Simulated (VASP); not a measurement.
F, 4 atoms in the cell. It takes space group C2/c (No. 15, monoclinic). Conventional cell: a = 5.185 Å, b = 3.440 Å, c = 6.708 Å, α = 90.00°, β = 90.33°, γ = 90.00°. Within 1.9 Å of F (site symmetry 1) lie 1 F at 1.42 Å.  This cell differs from its parent crystal: volume changed by +5%.

| Quantity | Value |
| --- | --- |
| Program | VASP 6.6.1 |
| Task | single point |
| Functional | PBE |
| Potentials or basis | VASP PAW PBE potentials, release 64 (F) |
| Cutoff | 520 eV |
| k mesh | 4 × 4 × 2 |
| Occupations | gaussian, width 0.01 eV |
| Spin | no spin polarisation |
| Dipole correction | no |
| Further INCAR settings | ALGO = Normal; EDIFF = 1e-06; NBANDS = 22 |

Potentials or basis: VASP PAW PBE potentials, release 64 (F).

The run is started by

```bash
$ cat potpaw_PBE.64/F/POTCAR > POTCAR
$ mpirun -np 1 vasp_std > vasp.out
```

Hardware: 1 thread of Intel Xeon 6975P-C, with other jobs on the host.

Problem. Estimate the wall time of this run.

Solution. Wall time 10 s on 1 thread of Intel Xeon 6975P-C, with other jobs on the host, peak memory 0.16 GiB. Counts: scf iterations 12, k points 14.
